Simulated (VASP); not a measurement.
A run of VASP 6.6.1:

Contents of INCAR:

```
  PREC = Accurate
  ENCUT = 600
  EDIFF = 1E-7
  ISMEAR = -1
  SIGMA = 0.05
  LREAL = False
  LASPH = True
  NELM = 120
  ALGO = Normal
  ISIF = 3
  LWAVE = False
  LCHARG = False
  GGA = B5
  ALDAX = 1.0
  AGGAX = 1.0
  AGGAC = 1.0
  ALDAC = 0.0
  IBRION = 2
  NSW = 60
  EDIFFG = -0.01
  GGA_COMPAT = False
  NELMIN = 4
```

KPOINTS

```
regular mesh
0
Gamma
  7 7 7
```

Contents of POSCAR:

```
BaTiO3
1.0
    3.9998000000      0.0000000000      0.0000000000
    0.0000000000      3.9998000000      0.0000000000
    0.0000000000      0.0000000000      4.0180000000
Ba Ti O
1 1 3
Direct
    0.9955672000      0.9906407400      0.0035034300
    0.5025366900      0.4919233700      0.4687657700
    0.4792189400      0.5143238900      0.0064065200
    0.5027309200      0.0032990000      0.5093824900
    0.0199462600      0.4998130000      0.5399418000
```

Potentials or basis: VASP PAW PBE potentials, release 64 (Ba_sv, Ti_sv, O).

Run with:

```sh
$ cat potpaw_PBE.64/Ba_sv/POTCAR potpaw_PBE.64/Ti_sv/POTCAR potpaw_PBE.64/O/POTCAR > POTCAR
$ mpirun -np 1 vasp_std > vasp.out
```

Hardware: 1 thread of Intel(R) Xeon(R) 6975P-C (Granite Rapids), with other jobs on the host.

Q: How long does it take, and how much memory?

A: Run time: 23 min on 1 thread of Intel(R) Xeon(R) 6975P-C (Granite Rapids), with other jobs on the host, peak memory 0.46 GiB. Counts: scf iterations 182, k points 172, ion steps 20.
